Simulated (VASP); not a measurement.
Set up this calculation in VASP 6.6.1, as the native input.

| Quantity | Value |
| --- | --- |
| Task | single point |
| Functional | LDA |
| Potentials or basis | VASP PAW LDA potentials, release 64 (Ru_pv) |
| Cutoff | 520 eV |
| k mesh | 8 × 8 × 5 |
| Occupations | fermi-dirac, width 0.05 eV |
| Spin | non-collinear spin, zero start, spin-orbit coupling |
| Starting moments | [[0.0, 0.0, 0.0], [0.0, 0.0, 0.0]] μB |
| Dipole correction | no |
| Further INCAR settings | ALGO = Normal; EDIFF = 1e-06; NBANDS = 40 |

The structure of Ru lies in POSCAR:

```
Ru
1.0
    2.7058000000      0.0000000000      0.0000000000
   -1.3529000000      2.3432915376      0.0000000000
    0.0000000000      0.0000000000      4.2819000000
Ru
2
Direct
    0.6666666667      0.3333333333      0.7500000000
    0.3333333333      0.6666666667      0.2500000000
```

The input as run:

INCAR

```
SYSTEM = Ru
PREC = Accurate
ENCUT = 520
EDIFF = 1E-6
ISMEAR = -1
SIGMA = 0.05
LREAL = .False.
LASPH = .True.
NELM = 150
ALGO = Normal
ISIF = 2
LWAVE = .False.
LCHARG = .False.
LNONCOLLINEAR = .True.
MAGMOM = 0 0 0 0 0 0
LORBIT = 11
LSORBIT = .True.
GGA_COMPAT = .False.
LORBMOM = .True.
LMAXMIX = 4
NBANDS = 40
```

KPOINTS

```
regular mesh
0
Gamma
  8 8 5
  0 0 0
```

Potentials or basis: VASP PAW LDA potentials, release 64 (Ru_pv).

Command:

```console
$ cat potpaw_LDA.64/Ru_pv/POTCAR > POTCAR
$ mpirun -np 1 vasp_ncl > vasp.out
```

Results of the run:

```yaml
Pressure: -11.6 GPa
Net_moment: 0.00 μB per cell
Valence_electrons_inside_the_program's_atomic_spheres: Ru 12.68
```

Run time: 45 s on 1 thread of Intel(R) Xeon(R) Platinum 8488C (Sapphire Rapids), on a shared host, peak memory 0.19 GiB.
